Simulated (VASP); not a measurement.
Input of a VASP 6.6.1 run:

File INCAR:

```
  PREC = Accurate
  ENCUT = 520
  EDIFF = 1E-6
  ISMEAR = -1
  SIGMA = 0.1
  LREAL = F
  LASPH = T
  NELM = 100
  ALGO = Normal
  ISIF = 2
  LWAVE = F
  LCHARG = F
  GGA = RP
  NBANDS = 10
```

The input KPOINTS:

```
Automatic mesh
0
Gamma
  11 11 11
```

File POSCAR:

```
Na
1.0
    0.0000000000      2.7031961838      2.7031961838
    2.7031961838      0.0000000000      2.7031961838
    2.7031961838      2.7031961838      0.0000000000
Na
1
Direct
    0.0000000000      0.0000000000      0.0000000000
```

Potentials or basis: VASP PAW PBE potentials, release 64 (Na_pv).

Launch:

```bash
$ cat potpaw_PBE.64/Na_pv/POTCAR > POTCAR
$ mpirun -np 1 vasp_std > vasp.out
```

Task: Estimate the pressure.

Result: 0.0 GPa.

Caveat: the PAW data sets were made with another functional, which shifts forces and pressure a little.
